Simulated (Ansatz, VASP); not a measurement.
**Bi: VASP beside Ansatz**

```
Bi
1.0
     4.53900    0.00000    0.00000
    -2.26950    3.93089    0.00000
     0.00000    0.00000   11.82900
Bi
2
Direct
  0.33333 0.66667 0.25000
  0.66667 0.33333 0.75000
```

Alike in both runs: task single point; functional PBEsol; k mesh 12 × 12 × 4; occupations gaussian, width 0.15 eV; no spin polarisation.

```csv
,VASP,Ansatz
version,VASP 6.6.1,Ansatz 0.2.0
potentials or method,"VASP PAW PBE potentials, release 64 (Bi_d), cutoff 520 eV","scalar-relativistic, plane waves, PAW"
valence electrons in the cell,30,30
```

Ansatz gave:

* gap on the k mesh at the Fermi level (eV): none
* pressure (GPa): -3.5
* traceless stress, the component that is largest in VASP (GPa): 3.10

Question: Which values does VASP return?

Answer: gap on the k mesh at the Fermi level (eV): none; pressure (GPa): -3.5; traceless stress, the component that is largest in VASP (GPa): 3.11.

VASP's potentials were made for PBE, not for PBEsol. A gap of «none» marks a metal or a gap that the smearing closes.

Spin-orbit coupling is off throughout.
